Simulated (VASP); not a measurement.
# Si in VASP: further runs, part 2 of 2

VASP 6.6.1. Earlier steps stand in the parts before.

### Step 3. Single point, LDA (zz strain of +1 %)

File INCAR:

```
SYSTEM = Si
PREC = Accurate
ENCUT = 520
EDIFF = 1E-7
ISMEAR = -1
SIGMA = 0.08
LREAL = .FALSE.
LASPH = .TRUE.
NELM = 100
ALGO = Normal
ISIF = 2
LWAVE = .FALSE.
LCHARG = .FALSE.
NBANDS = 11
```

File KPOINTS:

```
Automatic mesh
0
G
  11 11 11
  0 0 0
```

File POSCAR:

```
Si
1.0
    0.0000000000      2.7154700000      2.7426247000
    2.7154700000      0.0000000000      2.7426247000
    2.7154700000      2.7154700000      0.0000000000
Si
2
Direct
    0.5000000000      0.5000000000      0.5000000000
    0.7500000000      0.7500000000      0.7500000000
```

Potentials or basis: VASP PAW LDA potentials, release 64 (Si).

Command:

```
$ cat potpaw_LDA.64/Si/POTCAR > POTCAR
$ mpirun -np 1 vasp_std > vasp.out
```

OUTCAR:

```text
SYSTEM = Si
   PREC = Accurate
   ENCUT = 520
   EDIFF = 1E-7
   ISMEAR = -1
   LREAL = .FALSE.
   LASPH = .TRUE.
   NELM = 100
   ISIF = 2

 ion  position               nearest neighbor table
   1  0.500  0.500  0.500-   2 2.36   2 2.36   2 2.36   2 2.36
   2  0.750  0.750  0.750-   1 2.36   1 2.36   1 2.36   1 2.36

  LATTYP: Found a body centered tetragonal cell.
 ALAT       =     3.8402545022
 C/A-ratio  =     1.4283556980

  Lattice vectors:

 A1 = (  -2.7154700000,   0.0000000000,   2.7426247000)
 A2 = (   2.7154700000,   0.0000000000,   2.7426247000)
 A3 = (   0.0000000000,   2.7154700000,  -2.7426247000)

Analysis of symmetry for initial positions (statically):
=====================================================================
 Subroutine PRICEL returns:
 Original cell was already a primitive cell.

 Routine SETGRP: Setting up the symmetry group for a
 body centered tetragonal supercell.

 Subroutine GETGRP returns: Found 16 space group operations
 (whereof  8 operations were pure point group operations)
 out of a pool of 16 trial point group operations.

The static configuration has the point symmetry D_2d.
 The point group associated with its full space group is D_4h.

Analysis of symmetry for dynamics (positions and initial velocities):
=====================================================================
 Subroutine PRICEL returns:
 Original cell was already a primitive cell.

 Routine SETGRP: Setting up the symmetry group for a
 body centered tetragonal supercell.

 Subroutine GETGRP returns: Found 16 space group operations
 (whereof  8 operations were pure point group operations)
 out of a pool of 16 trial point group operations.

The dynamic configuration has the point symmetry D_2d.
 The point group associated with its full space group is D_4h.

 Subroutine INISYM returns: Found 16 space group operations
 (whereof  8 operations are pure point group operations),
 and found     1 'primitive' translations

----------------------------------------------------------------------------------------

                                     Primitive cell

  volume of cell :      40.4470

  direct lattice vectors                    reciprocal lattice vectors
     0.000000000  2.715470000  2.742624700    -0.184130187  0.184130187  0.182307116
     2.715470000  0.000000000  2.742624700     0.184130187 -0.184130187  0.182307116
     2.715470000  2.715470000  0.000000000     0.184130187  0.184130187 -0.182307116

  length of vectors
     3.859503539  3.859503539  3.840254502     0.317873774  0.317873774  0.317873774

  position of ions in fractional coordinates (direct lattice)
     0.500000000  0.500000000  0.500000000
     0.750000000  0.750000000  0.750000000

  ion indices of the primitive-cell ions
   primitive index   ion index
                 1           1
                 2           2

----------------------------------------------------------------------------------------

 KPOINTS: Automatic mesh

Automatic generation of k-mesh.
 Grid dimensions read from file:
 generate k-points for:   11   11   11

 Generating k-lattice:

  Cartesian coordinates                     Fractional coordinates (reciprocal lattice)
[... 39 lines left out ...]
 -0.272727  0.181818  0.000000      8.000000
 -0.181818  0.181818  0.000000      4.000000
 [... further k-points ...]
   k-points           NKPTS =    126   k-points in BZ     NKDIM =    126   number of bands    NBANDS=     11
   number of dos      NEDOS =    301   number of ions     NIONS =      2
   total plane-waves  NPLWV =  27000
   dimension x,y,z NGX =    30 NGY =   30 NGZ =   30
   dimension x,y,z NGXF=    60 NGYF=   60 NGZF=   60
   ions per type =               2
   NGX,Y,Z   is equivalent  to a cutoff of  12.92, 12.92, 12.99 a.u.
   NGXF,Y,Z  is equivalent  to a cutoff of  25.84, 25.84, 25.97 a.u.
 SYSTEM =  Si
   PREC   = accura    normal or accurate (medium, high low for compatibility)
   ISTART =      0    job   : 0-new  1-cont  2-samecut
   ICHARG =      2    charge: 1-file 2-atom 10-const
   ISPIN  =      1    spin polarized calculation?
   LNONCOLLINEAR =      F non collinear calculations
   LSORBIT =      F    spin-orbit coupling
   LASPH  =      T    aspherical Exc in radial PAW
   ENCUT  =  520.0 eV  38.22 Ry    6.18 a.u.   7.18  7.18  7.14*2*pi/ulx,y,z
   NELM   =    100;   NELMIN=  2; NELMDL= -5     # of ELM steps
   EDIFF  = 0.1E-06   stopping-criterion for ELM
   LREAL  =      F    real-space projection
   EDIFFG = 0.1E-05   stopping-criterion for IOM
   NSW    =      0    number of steps for IOM
   IBRION =     -1    ionic relax: 0-MD 1-quasi-New 2-CG
   NFREE  =      0    steps in history (QN), initial steepest desc. (CG)
   ISIF   =      2    stress and relaxation
   ISYM   =      2    0-nonsym 1-usesym 2-fastsym
   POTIM  = 0.5000    time-step for ionic-motion
   TEBEG  =    0.0;   TEEND  =   0.0 temperature during run
   PSTRESS=    0.0 pullay stress
   NELECT =       8.0000    total number of electrons
   NUPDOWN=      -1.0000    fix difference up-down
   EMIN   =  10.00;   EMAX   =-10.00  energy-range for DOS
   EFERMI =   0.00;   METHOD = LEGACY
   ISMEAR =    -1;   SIGMA  =   0.08  broadening in eV -4-tet -1-fermi 0-gaus
   EFERMI_NEDOS =   21; number of points for ismear=-14 and -15
   IALGO  =     38    algorithm
   IMIX   =      4    mixing-type and parameters
     AMIX     =   0.40;   BMIX     =  1.00
     AMIX_MAG =   1.60;   BMIX_MAG =  1.00
  volume/ion in A,a.u.               =      20.22       136.47
  Fermi-wavevector in a.u.,A,eV,Ry     =   0.953841  1.802498 12.378755  0.909813
  Thomas-Fermi vector in A             =   2.082533
   LORBIT       =      0    0 simple, 1 ext, 2 COOP (PROOUT), +10 PAW based schemes
   GGA     = CA    functional components
   LHFCALC =     F    Hartree Fock is set to
   AEXX    =    0.0000 exact exchange contribution
   IVDW    =     0    specifies the selected vdW correction
   LEPSILON=     F    determine dielectric tensor
   LRPA    =     F    only Hartree local field effects (RPA)
 non-spin polarized calculation
  energy-cutoff  :      520.00
  volume of cell :       40.45
 maximum number of plane-waves:      1102
 NGX is ok and might be reduce to    30
   NGX = 15   NGY = 15   NGZ = 15

 number of electron       8.0000001 magnetization

 Free energy of the ion-electron system (eV)
  ---------------------------------------------------
  ext. energy  EPLUGINS =         0.00000000
  ---------------------------------------------------
  free energy    TOTEN  =       -11.91131908 eV

  energy without entropy =      -11.91082211  energy(sigma->0) =      -11.91107059

 E-fermi :   5.8998     XC(G=0):  -9.5681

 val. band max:        5.6905320098   @ k =   0.0000   0.0000   0.0000
 cond. band min:       6.1486762067   @ k =   0.4545   0.0000   0.4545
 fundamental gap:      0.4581441969
 Fermi energy:         5.8997865064

 k-point     1 :       0.0000    0.0000    0.0000
  band No.  band energies     occupation
      1      -6.2215      2.00000
      2       5.6205      1.94086
      3       5.6905      1.86373
      4       5.6905      1.86373
      5       8.1755      0.00000
      6       8.1755      0.00000
      7       8.2112      0.00000
      8       8.7599      0.00000
      9      13.2985      0.00000
     10      13.3023      0.00000
     11      13.4796      0.00000
[... 309 lines left out ...]
 k-point    24 :      -0.1818    0.1818    0.0000
  band No.  band energies     occupation
      1      -5.1015      2.00000
      2       1.5851      2.00000
      3       2.9529      2.00000
      4       5.0339      1.99996
      5       8.6106      0.00000
      6       9.3514      0.00000
      7       9.5611      0.00000
      8      11.1705      0.00000
      9      11.7539      0.00000
     10      15.5904      0.00000
     11      16.0098      0.00000

 [... further k-points ...]

------------------------ aborting loop because EDIFF is reached ----------------------------------------

  FORCE on cell =-STRESS in cart. coord.  units (eV):
  Direction    XX          YY          ZZ          XY          YZ          ZX
  --------------------------------------------------------------------------------------
  -------------------------------------------------------------------------------------
  Total       -0.5102466     -0.5102466     -0.7543577      0.0000000      0.0000000      0.0000000
  in kB      -20.2117694    -20.2117694    -29.8814409      0.0000000      0.0000000      0.0000000
  external PRESSURE =     -23.4349932 kB  Pullay stress =       0.0000000 kB

 VOLUME and BASIS-vectors are now :
 -----------------------------------------------------------------------------
  energy-cutoff  :      520.00
  volume of cell :       40.45
      direct lattice vectors                 reciprocal lattice vectors
     0.000000000  2.715470000  2.742624700    -0.184130187  0.184130187  0.182307116
     2.715470000  0.000000000  2.742624700     0.184130187 -0.184130187  0.182307116
     2.715470000  2.715470000  0.000000000     0.184130187  0.184130187 -0.182307116

 POSITION                                       TOTAL-FORCE (eV/Angst)
 -----------------------------------------------------------------------------------
      2.71547      2.71547      2.74262         0.000000      0.000000      0.000000
      4.07320      4.07320      4.11394         0.000000      0.000000     -0.000000
 -----------------------------------------------------------------------------------
    total drift:                                0.000000     -0.000000     -0.000000

  FREE ENERGIE OF THE ION-ELECTRON SYSTEM (eV)
  ---------------------------------------------------
  free  energy   TOTEN  =       -11.9113190789 eV

  energy  without entropy=      -11.9108221102  energy(sigma->0) =      -11.91107059
```

Run time: 20 s. Hardware: 1 thread of Intel Xeon 6975P-C (Granite Rapids), shared host; peak memory 0.16 GiB.

Results:

* Free energy: -11.9113 eV
* Pressure: -2.3 GPa
* Band gap on the k mesh: 0.46 eV, indirect (least direct gap 2.48 eV)

Stress tensor (GPa, compression positive):
```
-2.02  0.00  0.00
 0.00 -2.02  0.00
 0.00  0.00 -2.99
```

Caveat: the cell differs from its parent crystal (zz strain of +1 %). A k mesh can miss the band edges.

### Step 4. Single point, LDA (zz strain of +3 %)

File INCAR:

```
SYSTEM = Si
ALGO = Normal ; EDIFF = 1E-7
ENCUT = 520 ; GGA = CA
ISIF = 2 ; ISMEAR = -1
LASPH = .TRUE. ; LCHARG = .FALSE.
LREAL = .FALSE. ; LWAVE = .FALSE.
NBANDS = 11 ; NELM = 100
PREC = Accurate ; SIGMA = 0.08
```

File KPOINTS:

```
k-points
0
G
  11 11 11
  0 0 0
```

File POSCAR:

```
Si
1.0
    0.0000000000      2.7154700000      2.7969341000
    2.7154700000      0.0000000000      2.7969341000
    2.7154700000      2.7154700000      0.0000000000
Si
2
Direct
    0.5000000000      0.5000000000      0.5000000000
    0.7500000000      0.7500000000      0.7500000000
```

Potentials or basis: VASP PAW LDA potentials, release 64 (Si).

Command:

```
$ cat potpaw_LDA.64/Si/POTCAR > POTCAR
$ mpirun -np 1 vasp_std > vasp.out
```

OUTCAR:

```text
SYSTEM = Si
   EDIFF = 1E-7
   ENCUT = 520
   GGA = CA
   ISIF = 2
   ISMEAR = -1
   LASPH = .TRUE.
   LREAL = .FALSE.
   NELM = 100
   PREC = Accurate

 ion  position               nearest neighbor table
   1  0.500  0.500  0.500-   2 2.38   2 2.38   2 2.38   2 2.38
   2  0.750  0.750  0.750-   1 2.38   1 2.38   1 2.38   1 2.38

  LATTYP: Found a body centered tetragonal cell.
 ALAT       =     3.8402545022
 C/A-ratio  =     1.4566399692

  Lattice vectors:

 A1 = (  -2.7154700000,   0.0000000000,   2.7969341000)
 A2 = (   2.7154700000,   0.0000000000,   2.7969341000)
 A3 = (   0.0000000000,   2.7154700000,  -2.7969341000)

Analysis of symmetry for initial positions (statically):
=====================================================================
 Subroutine PRICEL returns:
 Original cell was already a primitive cell.

 Routine SETGRP: Setting up the symmetry group for a
 body centered tetragonal supercell.

 Subroutine GETGRP returns: Found 16 space group operations
 (whereof  8 operations were pure point group operations)
 out of a pool of 16 trial point group operations.

The static configuration has the point symmetry D_2d.
 The point group associated with its full space group is D_4h.

[... 166 lines left out ...]
 Fermi energy:         5.7150938212

 k-point     1 :       0.0000    0.0000    0.0000
  band No.  band energies     occupation
      1      -6.2853      2.00000
      2       5.3318      1.98354
      3       5.5428      1.79209
      4       5.5428      1.79209
      5       7.9511      0.00000
      6       7.9511      0.00000
      7       8.0574      0.00000
      8       8.3328      0.00000
      9      12.9118      0.00000
     10      13.0260      0.00000
     11      13.4490      0.00000
[... 309 lines left out ...]
 k-point    24 :      -0.1818    0.1818    0.0000
  band No.  band energies     occupation
      1      -5.1735      2.00000
      2       1.3853      2.00000
      3       2.7444      2.00000
      4       4.9373      1.99988
      5       8.4594      0.00000
      6       9.1228      0.00000
      7       9.2188      0.00000
      8      10.8409      0.00000
      9      11.6354      0.00000
     10      15.4235      0.00000
     11      15.6156      0.00000

 [... further k-points ...]
[... 5 lines left out ...]
  --------------------------------------------------------------------------------------
  -------------------------------------------------------------------------------------
  Total       -0.7727893     -0.7727893     -1.5334623      0.0000000      0.0000000      0.0000000
  in kB      -30.0171493    -30.0171493    -59.5636676      0.0000000      0.0000000      0.0000000
  external PRESSURE =     -39.8659887 kB  Pullay stress =       0.0000000 kB

 VOLUME and BASIS-vectors are now :
 -----------------------------------------------------------------------------
  energy-cutoff  :      520.00
  volume of cell :       41.25
      direct lattice vectors                 reciprocal lattice vectors
     0.000000000  2.715470000  2.796934100    -0.184130187  0.184130187  0.178767172
     2.715470000  0.000000000  2.796934100     0.184130187 -0.184130187  0.178767172
     2.715470000  2.715470000  0.000000000     0.184130187  0.184130187 -0.178767172

 POSITION                                       TOTAL-FORCE (eV/Angst)
 -----------------------------------------------------------------------------------
      2.71547      2.71547      2.79693         0.000000     -0.000000     -0.000000
      4.07320      4.07320      4.19540        -0.000000      0.000000      0.000000
 -----------------------------------------------------------------------------------
    total drift:                                0.000000     -0.000000     -0.000000

  FREE ENERGIE OF THE ION-ELECTRON SYSTEM (eV)
  ---------------------------------------------------
  free  energy   TOTEN  =       -11.8889806572 eV

  energy  without entropy=      -11.8884014127  energy(sigma->0) =      -11.88869103
```

OSZICAR:

```text
N       E                     dE             d eps       ncg     rms          rms(c)
DAV:   1     0.764882951515E+01    0.76488E+01   -0.32434E+03  2772   0.585E+02
DAV:   2    -0.115478349975E+02   -0.19197E+02   -0.18441E+02  3693   0.874E+01
DAV:   3    -0.121255942834E+02   -0.57776E+00   -0.57628E+00  3580   0.136E+01
DAV:   4    -0.121302506829E+02   -0.46564E-02   -0.46558E-02  3332   0.154E+00
DAV:   5    -0.121303037421E+02   -0.53059E-04   -0.53058E-04  3559   0.152E-01    0.481E+00
DAV:   6    -0.119656328418E+02    0.16467E+00   -0.90676E-02  3192   0.119E+00    0.287E+00
DAV:   7    -0.118887827151E+02    0.76850E-01   -0.16620E-01  3178   0.166E+00    0.195E-01
DAV:   8    -0.118890010173E+02   -0.21830E-03   -0.72463E-03  3174   0.460E-01    0.779E-02
DAV:   9    -0.118889749408E+02    0.26077E-04   -0.20465E-04  3483   0.766E-02    0.610E-02
DAV:  10    -0.118889808076E+02   -0.58669E-05   -0.15387E-05  3248   0.230E-02    0.245E-02
DAV:  11    -0.118889806560E+02    0.15158E-06   -0.89863E-07  3306   0.492E-03    0.201E-03
DAV:  12    -0.118889806572E+02   -0.11913E-08   -0.20115E-08  1983   0.875E-04
   1 F= -.11888981E+02 E0= -.11888691E+02  d E =-.579244E-03
```

stdout:

```text
POSCAR found type information on POSCAR Si
 POSCAR found :  1 types and       2 ions
 scaLAPACK will be used
 LDA part: xc-table for (Slater(with rela. corr.)+CA(PZ))
 , standard interpolation
 POSCAR, INCAR and KPOINTS ok, starting setup
 FFT: planning ... GRIDC
 FFT: planning ... GRID_SOFT
 FFT: planning ... GRID
 WAVECAR not read
 entering main loop
```

It took 21 s on 1 thread of Intel Xeon 6975P-C (Granite Rapids), shared host; peak memory 0.16 GiB.

What came out:

```
Free energy            : -11.8890 eV
Pressure               : -4.0 GPa
Band gap on the k mesh : 0.39 eV, indirect (least direct gap 2.33 eV)
```

Levels at points of the mesh, in eV from the valence-band top:
| k point | band 1 | band 2 | band 3 | band 4 | band 5 | band 6 | band 7 | band 8 |
| --- | --- | --- | --- | --- | --- | --- | --- | --- |
| (0.00, 0.00, 0.00) | -11.83 | -0.21 | 0.00 | 0.00 | 2.41 | 2.41 | 2.51 | 2.79 |

Caveat: the cell differs from its parent crystal (zz strain of +3 %). A k mesh can miss the band edges.

### Step 5. Single point, LDA (volume scaled by 0.9405)

File INCAR:

```
SYSTEM = Si
  PREC = Accurate
  ENCUT = 520
  EDIFF = 1E-6
  ISMEAR = -1
  SIGMA = 0.08
  LREAL = .FALSE.
  LASPH = .TRUE.
  NELM = 80
  ALGO = Normal
  ISIF = 2
  LWAVE = .FALSE.
  LCHARG = .FALSE.
  NBANDS = 11
```

File KPOINTS:

```
Automatic mesh
0
G
  11 11 11
  0 0 0
```

File POSCAR:

```
Si
1.0
    0.0000000000      2.6605082448      2.6605082448
    2.6605082448      0.0000000000      2.6605082448
    2.6605082448      2.6605082448      0.0000000000
Si
2
Direct
    0.5000000000      0.5000000000      0.5000000000
    0.7500000000      0.7500000000      0.7500000000
```

Command:

```
$ cat potpaw_LDA.64/Si/POTCAR > POTCAR
$ mpirun -np 1 vasp_std > vasp.out
```

It took 8.6 s on 1 thread of Intel Xeon Platinum 8559C (Emerald Rapids), shared host; peak memory 0.13 GiB.

The run converged. Its results:

```yaml
Free_energy: -11.8938 eV
Pressure: 4.9 GPa
Band_gap_on_the_k_mesh: 0.38 eV, indirect (least direct gap 2.55 eV)
```

Levels at points of the mesh, in eV from the valence-band top:
| k point | band 1 | band 2 | band 3 | band 4 | band 5 | band 6 | band 7 | band 8 | band 9 |
| --- | --- | --- | --- | --- | --- | --- | --- | --- | --- |
| (0.00, 0.00, 0.00) | -12.39 | 0.00 | 0.00 | 0.00 | 2.55 | 2.55 | 2.55 | 3.92 | 7.76 |

 A k mesh can miss the band edges.

### Step 6. The runs side by side

| cell | gap on the mesh (eV) | pressure (GPa) |
| --- | --- | --- |
| a = 3.802, b = 3.802, c = 3.840 Å, angles 59.7, 59.7, 60.7°, 2 atoms | 0.25 | 0.4 |
| a = 3.860, b = 3.860, c = 3.840 Å, angles 60.2, 60.2, 59.7°, 2 atoms | 0.46 | -2.3 |
| a = 3.898, b = 3.898, c = 3.840 Å, angles 60.5, 60.5, 59.0°, 2 atoms | 0.39 | -4.0 |
| a = 3.763 Å, angles 60.0°, 2 atoms | 0.38 | 4.9 |

Alike in all rows: task single point; level LDA; potentials or basis VASP PAW LDA potentials, release 64 (Si); no spin polarisation; k mesh 11 × 11 × 11; cutoff (eV) 520; smearing fermi-dirac 0.08 eV.

Total energies depend on the potentials used, so only differences within one code and one set of settings carry meaning.
